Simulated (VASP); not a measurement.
# LiF (P4/mmm) in VASP: notebook

The runs below take LiF through single point, with PBE.

Program: VASP 6.6.1. These are calculated values, not measurements. Logs are shortened: lines on timing, memory, paths and dates and some standing lists are left out, and cuts for length are marked.

### Step 1. The cell of the first run

It takes space group P4/mmm (No. 123, tetragonal). The conventional cell has a = 2.662 Å, b = 2.662 Å, c = 2.764 Å, α = 90.00°, β = 90.00°, γ = 90.00°. Within 3.1 Å of Li (site symmetry 4/mmm) lie 8 F at 2.34 Å and 6 Li at 2.66 to 2.76 Å. F (site symmetry 4/mmm) has 8 Li at 2.34 Å and 6 F at 2.66 to 2.76 Å within 3.1 Å.

### Step 2. Single point, PBE (strain +0.040 along x and y, +0.080 along z)

Input file INCAR:

```
SYSTEM = LiF
  PREC = Accurate
  ENCUT = 520
  EDIFF = 1E-7
  ISMEAR = 0
  SIGMA = 0.05
  LREAL = .FALSE.
  LASPH = .TRUE.
  NELM = 60
  ALGO = Normal
  ISIF = 2
  LWAVE = .FALSE.
  LCHARG = .FALSE.
  GGA = PE
  NBANDS = 12
```

Input file KPOINTS:

```
Automatic mesh
0
G
  10 10 10
  0 0 0
```

Input file POSCAR:

```
LiF
1.0
    2.6619143200      0.0000000000      0.0000000000
    0.0000000000      2.6619143200      0.0000000000
    0.0000000000      0.0000000000      2.7642956400
Li F
1 1
Direct
    0.0000000000      0.0000000000      0.0000000000
    0.5000000000      0.5000000000      0.5000000000
```

Potentials or basis: VASP PAW PBE potentials, release 64 (Li_sv, F).

Run with:

```sh
$ cat potpaw_PBE.64/Li_sv/POTCAR potpaw_PBE.64/F/POTCAR > POTCAR
$ mpirun -np 1 vasp_std > vasp.out
```

OUTCAR:

```text
SYSTEM = LiF
   PREC = Accurate
   ENCUT = 520
   EDIFF = 1E-7
   ISMEAR = 0
   LREAL = .FALSE.
   LASPH = .TRUE.
   NELM = 60
   ISIF = 2
   GGA = PE

 ion  position               nearest neighbor table
   1  0.000  0.000  0.000-
   2  0.500  0.500  0.500-

  LATTYP: Found a simple tetragonal cell.
 ALAT       =     2.6619143200
 C/A-ratio  =     1.0384615385

  Lattice vectors:

 A1 = (   2.6619143200,   0.0000000000,   0.0000000000)
 A2 = (   0.0000000000,   2.6619143200,   0.0000000000)
 A3 = (   0.0000000000,   0.0000000000,   2.7642956400)

Analysis of symmetry for initial positions (statically):
=====================================================================
 Subroutine PRICEL returns:
 Original cell was already a primitive cell.

 Routine SETGRP: Setting up the symmetry group for a
 simple tetragonal supercell.

 Subroutine GETGRP returns: Found 16 space group operations
 (whereof 16 operations were pure point group operations)
 out of a pool of 16 trial point group operations.

The static configuration has the point symmetry D_4h.

Analysis of symmetry for dynamics (positions and initial velocities):
=====================================================================
 Subroutine PRICEL returns:
 Original cell was already a primitive cell.

 Routine SETGRP: Setting up the symmetry group for a
 simple tetragonal supercell.

 Subroutine GETGRP returns: Found 16 space group operations
 (whereof 16 operations were pure point group operations)
 out of a pool of 16 trial point group operations.

The dynamic configuration has the point symmetry D_4h.

 Subroutine INISYM returns: Found 16 space group operations
 (whereof 16 operations are pure point group operations),
 and found     1 'primitive' translations

----------------------------------------------------------------------------------------

                                     Primitive cell

  volume of cell :      19.5872

  direct lattice vectors                    reciprocal lattice vectors
     2.661914320  0.000000000  0.000000000     0.375669492  0.000000000  0.000000000
     0.000000000  2.661914320  0.000000000     0.000000000  0.375669492  0.000000000
     0.000000000  0.000000000  2.764295640     0.000000000  0.000000000  0.361755807

  length of vectors
     2.661914320  2.661914320  2.764295640     0.375669492  0.375669492  0.361755807

  position of ions in fractional coordinates (direct lattice)
     0.000000000  0.000000000  0.000000000
     0.500000000  0.500000000  0.500000000

  ion indices of the primitive-cell ions
   primitive index   ion index
                 1           1
                 2           2

----------------------------------------------------------------------------------------

 KPOINTS: Automatic mesh

Automatic generation of k-mesh.
 Grid dimensions read from file:
 generate k-points for:   10   10   10

 Generating k-lattice:

  Cartesian coordinates                     Fractional coordinates (reciprocal lattice)
     0.037566949  0.000000000  0.000000000     0.100000000  0.000000000  0.000000000
     0.000000000  0.037566949  0.000000000     0.000000000  0.100000000  0.000000000
     0.000000000  0.000000000  0.036175581     0.000000000  0.000000000  0.100000000

  Length of vectors
     0.037566949  0.037566949  0.036175581

  Shift w.r.t. Gamma in fractional coordinates (k-lattice)
     0.000000000  0.000000000  0.000000000

 Subroutine IBZKPT returns following result:
 ===========================================

 Found    126 irreducible k-points:

 Following reciprocal coordinates:
            Coordinates               Weight
  0.000000  0.000000  0.000000      1.000000
  0.100000  0.000000  0.000000      4.000000
  0.200000  0.000000  0.000000      4.000000
  0.300000  0.000000  0.000000      4.000000
  0.400000  0.000000  0.000000      4.000000
  0.500000  0.000000  0.000000      2.000000
[... 16 lines left out ...]
  0.100000  0.000000  0.100000      8.000000
  0.200000  0.000000  0.100000      8.000000
 [... further k-points ...]
   k-points           NKPTS =    126   k-points in BZ     NKDIM =    126   number of bands    NBANDS=     12
   number of dos      NEDOS =    301   number of ions     NIONS =      2
   total plane-waves  NPLWV =   9600
   dimension x,y,z NGX =    20 NGY =   20 NGZ =   24
   dimension x,y,z NGXF=    40 NGYF=   40 NGZF=   48
   ions per type =               1   1
   NGX,Y,Z   is equivalent  to a cutoff of  12.49, 12.49, 14.43 a.u.
   NGXF,Y,Z  is equivalent  to a cutoff of  24.98, 24.98, 28.87 a.u.
 SYSTEM =  LiF
   PREC   = accura    normal or accurate (medium, high low for compatibility)
   ISTART =      0    job   : 0-new  1-cont  2-samecut
   ICHARG =      2    charge: 1-file 2-atom 10-const
   ISPIN  =      1    spin polarized calculation?
   LNONCOLLINEAR =      F non collinear calculations
   LSORBIT =      F    spin-orbit coupling
   LASPH  =      T    aspherical Exc in radial PAW
   ENCUT  =  520.0 eV  38.22 Ry    6.18 a.u.   4.95  4.95  5.14*2*pi/ulx,y,z
   NELM   =     60;   NELMIN=  2; NELMDL= -5     # of ELM steps
   EDIFF  = 0.1E-06   stopping-criterion for ELM
   LREAL  =      F    real-space projection
   EDIFFG = 0.1E-05   stopping-criterion for IOM
   NSW    =      0    number of steps for IOM
   IBRION =     -1    ionic relax: 0-MD 1-quasi-New 2-CG
   NFREE  =      0    steps in history (QN), initial steepest desc. (CG)
   ISIF   =      2    stress and relaxation
   ISYM   =      2    0-nonsym 1-usesym 2-fastsym
   POTIM  = 0.5000    time-step for ionic-motion
   TEBEG  =    0.0;   TEEND  =   0.0 temperature during run
   PSTRESS=    0.0 pullay stress
   NELECT =      10.0000    total number of electrons
   NUPDOWN=      -1.0000    fix difference up-down
   EMIN   =  10.00;   EMAX   =-10.00  energy-range for DOS
   EFERMI =   0.00;   METHOD = LEGACY
   ISMEAR =     0;   SIGMA  =   0.05  broadening in eV -4-tet -1-fermi 0-gaus
   EFERMI_NEDOS =   21; number of points for ismear=-14 and -15
   IALGO  =     38    algorithm
   IMIX   =      4    mixing-type and parameters
     AMIX     =   0.40;   BMIX     =  1.00
     AMIX_MAG =   1.60;   BMIX_MAG =  1.00
  volume/ion in A,a.u.               =       9.79        66.09
  Fermi-wavevector in a.u.,A,eV,Ry     =   1.308430  2.472575 23.293039  1.711990
  Thomas-Fermi vector in A             =   2.439098
   LORBIT       =      0    0 simple, 1 ext, 2 COOP (PROOUT), +10 PAW based schemes
   GGA     = PE    functional components
   LHFCALC =     F    Hartree Fock is set to
   AEXX    =    0.0000 exact exchange contribution
   IVDW    =     0    specifies the selected vdW correction
   LEPSILON=     F    determine dielectric tensor
   LRPA    =     F    only Hartree local field effects (RPA)
 non-spin polarized calculation
 Gauss-broadening in eV      SIGMA  =   0.05
  energy-cutoff  :      520.00
  volume of cell :       19.59
 maximum number of plane-waves:       542
 NGX is ok and might be reduce to    20
   NGX =  9   NGY =  9   NGZ = 11

 number of electron      10.0000000 magnetization

 number of electron       9.9999987 magnetization

 Free energy of the ion-electron system (eV)
  ---------------------------------------------------
  ext. energy  EPLUGINS =         0.00000000
  ---------------------------------------------------
  free energy    TOTEN  =        -8.96024908 eV

  energy without entropy =       -8.96024908  energy(sigma->0) =       -8.96024908

 E-fermi :  -0.5732     XC(G=0):  -9.2089

 val. band max:       -0.8140983630   @ k =   0.5000   0.0000   0.5000
 cond. band min:       5.4679500516   @ k =   0.0000   0.0000   0.0000
 fundamental gap:      6.2820484146
 Fermi energy:        -0.5731989820

 k-point     1 :       0.0000    0.0000    0.0000
  band No.  band energies     occupation
      1     -44.0307      2.00000
      2     -21.1070      2.00000
      3      -1.6368      2.00000
      4      -1.3059      2.00000
      5      -1.3059      2.00000
      6       5.4680      0.00000
      7      16.5820      0.00000
      8      17.4093      0.00000
      9      17.6155      0.00000
     10      18.5477      0.00000
     11      18.5477      0.00000
     12      34.1420      0.00000

 k-point     2 :       0.1000    0.0000    0.0000
  band No.  band energies     occupation
      1     -44.0281      2.00000
      2     -21.0736      2.00000
      3      -1.6151      2.00000
      4      -1.6035      2.00000
      5      -1.2769      2.00000
      6       5.7109      0.00000
      7      15.5268      0.00000
      8      17.0289      0.00000
      9      17.5929      0.00000
     10      18.5509      0.00000
     11      20.6760      0.00000
     12      32.6546      0.00000

 k-point     3 :       0.2000    0.0000    0.0000
  band No.  band energies     occupation
      1     -44.0210      2.00000
      2     -20.9846      2.00000
      3      -2.3398      2.00000
      4      -1.5152      2.00000
      5      -1.2001      2.00000
      6       6.2624      0.00000
      7      13.8764      0.00000
      8      17.5223      0.00000
      9      17.6337      0.00000
     10      18.5509      0.00000
     11      23.7692      0.00000
     12      30.3265      0.00000
[... 286 lines left out ...]
 k-point    23 :       0.1000    0.0000    0.1000
  band No.  band energies     occupation
      1     -44.0262      2.00000
      2     -21.0478      2.00000
      3      -1.8783      2.00000
      4      -1.5828      2.00000
      5      -1.2534      2.00000
      6       5.9639      0.00000
      7      14.8404      0.00000
      8      16.1683      0.00000
      9      18.5357      0.00000
     10      19.3678      0.00000
     11      21.0192      0.00000
     12      30.6898      0.00000

 k-point    24 :       0.2000    0.0000    0.1000
  band No.  band energies     occupation
      1     -44.0192      2.00000
      2     -20.9582      2.00000
      3      -2.3181      2.00000
      4      -1.7728      2.00000
      5      -1.1784      2.00000
      6       6.5309      0.00000
      7      13.8070      0.00000
      8      15.7534      0.00000
      9      18.5843      0.00000
     10      19.6922      0.00000
     11      23.9846      0.00000
     12      28.3733      0.00000

 [... further k-points ...]

------------------------ aborting loop because EDIFF is reached ----------------------------------------

  FORCE on cell =-STRESS in cart. coord.  units (eV):
  Direction    XX          YY          ZZ          XY          YZ          ZX
  --------------------------------------------------------------------------------------
  -------------------------------------------------------------------------------------
  Total       -0.6346123     -0.6346123     -1.6230865      0.0000000      0.0000000      0.0000000
  in kB      -51.9094467    -51.9094467   -132.7637775      0.0000000      0.0000000      0.0000000
  external PRESSURE =     -78.8608903 kB  Pullay stress =       0.0000000 kB

 VOLUME and BASIS-vectors are now :
 -----------------------------------------------------------------------------
  energy-cutoff  :      520.00
  volume of cell :       19.59
      direct lattice vectors                 reciprocal lattice vectors
     2.661914320  0.000000000  0.000000000     0.375669492  0.000000000  0.000000000
     0.000000000  2.661914320  0.000000000     0.000000000  0.375669492  0.000000000
     0.000000000  0.000000000  2.764295640     0.000000000  0.000000000  0.361755807

 POSITION                                       TOTAL-FORCE (eV/Angst)
 -----------------------------------------------------------------------------------
      0.00000      0.00000      0.00000         0.000000      0.000000      0.000000
      1.33096      1.33096      1.38215         0.000000      0.000000      0.000000
 -----------------------------------------------------------------------------------
    total drift:                                0.000000      0.000000      0.000000

  FREE ENERGIE OF THE ION-ELECTRON SYSTEM (eV)
  ---------------------------------------------------
  free  energy   TOTEN  =        -8.9602490830 eV

  energy  without entropy=       -8.9602490830  energy(sigma->0) =       -8.96024908
```

It took 25 s on 1 thread of AMD EPYC 7R43 (Zen 3), shared host; peak memory 0.1 GiB.

What came out:

```yaml
Free_energy: -8.9602 eV
Band_gap_on_the_k_mesh: 6.28 eV, indirect (least direct gap 6.77 eV)
```

Caveat: the cell differs from its parent crystal (strain +0.040 along x and y, +0.080 along z); the cutoff is under 1.25 times the usual one of these potentials, so pressure, stress and relaxed cells hold a basis-set (Pulay) error.

### Step 3. Single point, PBE (strain +0.080 along x and y, +0.040 along z)

Input file INCAR:

```
SYSTEM = LiF
PREC = Accurate ; ENCUT = 520
EDIFF = 1E-6 ; ISMEAR = 0
SIGMA = 0.05 ; LREAL = .False.
LASPH = .True. ; NELM = 60
ALGO = Normal ; ISIF = 2
LWAVE = .False. ; LCHARG = .False.
GGA = PE ; NBANDS = 12
```

Input file KPOINTS:

```
Automatic mesh
0
Gamma
  10 10 10
  0 0 0
```

Input file POSCAR:

```
LiF
1.0
    2.7642956400      0.0000000000      0.0000000000
    0.0000000000      2.7642956400      0.0000000000
    0.0000000000      0.0000000000      2.6619143200
Li F
1 1
Direct
    0.0000000000      0.0000000000      0.0000000000
    0.5000000000      0.5000000000      0.5000000000
```

Potentials or basis: VASP PAW PBE potentials, release 64 (Li_sv, F).

Run with:

```sh
$ cat potpaw_PBE.64/Li_sv/POTCAR potpaw_PBE.64/F/POTCAR > POTCAR
$ mpirun -np 1 vasp_std > vasp.out
```

OUTCAR:

```text
SYSTEM = LiF
   PREC = Accurate
   ENCUT = 520
   EDIFF = 1E-6
   ISMEAR = 0
   LREAL = .False.
   LASPH = .True.
   NELM = 60
   ISIF = 2
   GGA = PE

 ion  position               nearest neighbor table
   1  0.000  0.000  0.000-
   2  0.500  0.500  0.500-

  LATTYP: Found a simple tetragonal cell.
 ALAT       =     2.7642956400
 C/A-ratio  =     0.9629629630

  Lattice vectors:

 A1 = (   2.7642956400,   0.0000000000,   0.0000000000)
[... 548 lines left out ...]

------------------------ aborting loop because EDIFF is reached ----------------------------------------

  FORCE on cell =-STRESS in cart. coord.  units (eV):
  Direction    XX          YY          ZZ          XY          YZ          ZX
  --------------------------------------------------------------------------------------
  -------------------------------------------------------------------------------------
  Total       -1.4575040     -1.4575040     -0.4864385      0.0000000      0.0000000      0.0000000
  in kB     -114.8040741   -114.8040741    -38.3155834      0.0000000      0.0000000      0.0000000
  external PRESSURE =     -89.3079105 kB  Pullay stress =       0.0000000 kB

 VOLUME and BASIS-vectors are now :
 -----------------------------------------------------------------------------
  energy-cutoff  :      520.00
  volume of cell :       20.34
      direct lattice vectors                 reciprocal lattice vectors
     2.764295640  0.000000000  0.000000000     0.361755807  0.000000000  0.000000000
     0.000000000  2.764295640  0.000000000     0.000000000  0.361755807  0.000000000
     0.000000000  0.000000000  2.661914320     0.000000000  0.000000000  0.375669492

 POSITION                                       TOTAL-FORCE (eV/Angst)
 -----------------------------------------------------------------------------------
      0.00000      0.00000      0.00000         0.000000      0.000000      0.000000
      1.38215      1.38215      1.33096         0.000000      0.000000      0.000000
 -----------------------------------------------------------------------------------
    total drift:                                0.000000     -0.000000     -0.000000

  FREE ENERGIE OF THE ION-ELECTRON SYSTEM (eV)
  ---------------------------------------------------
  free  energy   TOTEN  =        -8.9222917900 eV

  energy  without entropy=       -8.9222917900  energy(sigma->0) =       -8.92229179
```

It took 28 s on 1 thread of AMD EPYC 7R43 (Zen 3), shared host; peak memory 0.11 GiB.

What came out:

| Property | Result |
| --- | --- |
| Free energy | -8.9223 eV |
| Band gap on the k mesh | 5.97 eV, indirect (least direct gap 6.40 eV) |

Caveat: the cell differs from its parent crystal (strain +0.080 along x and y, +0.040 along z); the cutoff is under 1.25 times the usual one of these potentials, so pressure, stress and relaxed cells hold a basis-set (Pulay) error. A k mesh can miss the band edges.
